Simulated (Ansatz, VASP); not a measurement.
W7C8: VASP beside Ansatz

```
W C
1.0
     0.00000    0.00000    5.69425
     2.92173   -5.06059    0.00000
     2.92173    5.06059    0.00000
W C
7 8
Cartesian
  0.0000 0.0000 2.8471
  1.4139 -2.5574 0.0000
  1.4658 -2.5274 2.8471
  1.5078 2.5032 0.0000
  1.4559 2.5331 2.8471
  2.9217 0.0542 0.0000
  2.9217 -0.0057 2.8471
  2.9217 -1.6869 1.3419
  2.9217 -1.6869 4.3523
  1.5266 0.8814 1.4824
  1.5266 0.8814 4.2119
  4.3169 0.8814 1.4824
  4.3169 0.8814 4.2119
  2.9217 3.2978 1.4824
  2.9217 3.2978 4.2119
```

Change from the starting cell: W vacancy (site a), charge +0, atoms relaxed at the host's cell.

Alike in both runs: functional PBE; k mesh 7 × 8 × 8; occupations gaussian, width 0.1 eV; no spin polarisation.

Ansatz relaxed the structure, and its values are those at the end. VASP's run is a single point on that final structure, the one shown.

```csv
,VASP,Ansatz
version,VASP 6.6.1,Ansatz 0.2.0
potentials or method,"VASP PAW PBE potentials, release 64 (W_sv, C), cutoff 520 eV","scalar-relativistic, plane waves, PAW"
valence electrons in the cell,130,130
```

|  | VASP | Ansatz | Ansatz less VASP |
| --- | --- | --- | --- |
| gap on the k mesh at the Fermi level (eV) | none | none | - |
| rms of the force components (eV/Å) | 0.012 | 0.003 | -0.0093 |

A gap of «none» marks a metal or a gap that the smearing closes.

Spin-orbit coupling is off throughout.
